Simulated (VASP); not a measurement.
## C: single point with r2SCAN

C:

```
CELL_PARAMETERS angstrom
2.51571 0.00000 0.00000
-1.25786 2.17867 0.00000
0.00000 0.00000 4.18971
ATOMIC_POSITIONS crystal
C 0.33333 0.66667 0.00017
C 0.66667 0.33333 0.50017
C 0.33333 0.66667 0.37483
C 0.66667 0.33333 0.87483
```

This cell differs from its parent crystal: strain +0.5%.

```json
{"Program": "VASP 6.6.1", "Task": "single point", "Functional": "r2SCAN", "Potentials or basis": "VASP PAW PBE potentials, release 64 (C_h)", "Cutoff": "910 eV", "k mesh": "12 × 12 × 6", "Occupations": "gaussian, width 0.01 eV", "Spin": "no spin polarisation"}
```

```yaml
Pressure: -7.4 GPa
Band_gap_on_the_k_mesh: 3.65 eV, indirect (least direct gap 5.22 eV)
```

Forces in eV/Å, atoms in the order of the input:
```
C    0.000  0.000 -0.002
C    0.000  0.000 -0.002
C    0.000  0.000  0.002
C    0.000  0.000  0.002
```

Levels at points of the mesh, in eV from the valence-band top:
```
           k point  band 4  band 5  band 6  band 7  band 8  band 9  band 10  band 11  band 12  band 13
(0.00, 0.00, 0.00)   -3.22   -3.22   -0.48    0.00    0.00    5.22     5.22     5.58     8.31     9.97
(0.50, 0.00, 0.00)  -10.54   -9.61   -6.73   -6.11   -3.29    4.71     8.57     8.71     8.77    11.22
(0.00, 0.00, 0.50)   -7.38   -1.93   -1.93   -1.93   -1.93    7.60     7.60     7.60     7.60     7.97
(0.50, 0.00, 0.50)  -13.55   -5.32   -5.32   -5.04   -5.04    6.16     6.16     6.78     6.78    13.13
```

Wall time 90 s on 1 thread of Intel(R) Xeon(R) 6975P-C (Granite Rapids) (shared host), peak memory 0.2 GiB.

Caveat: the cell differs from its parent crystal (strain +0.5%); the cutoff is under 1.25 times the usual one of these potentials, so pressure, stress and relaxed cells hold a basis-set (Pulay) error; the PAW data sets were made with another functional, which shifts forces and pressure a little. A k mesh can miss the band edges.
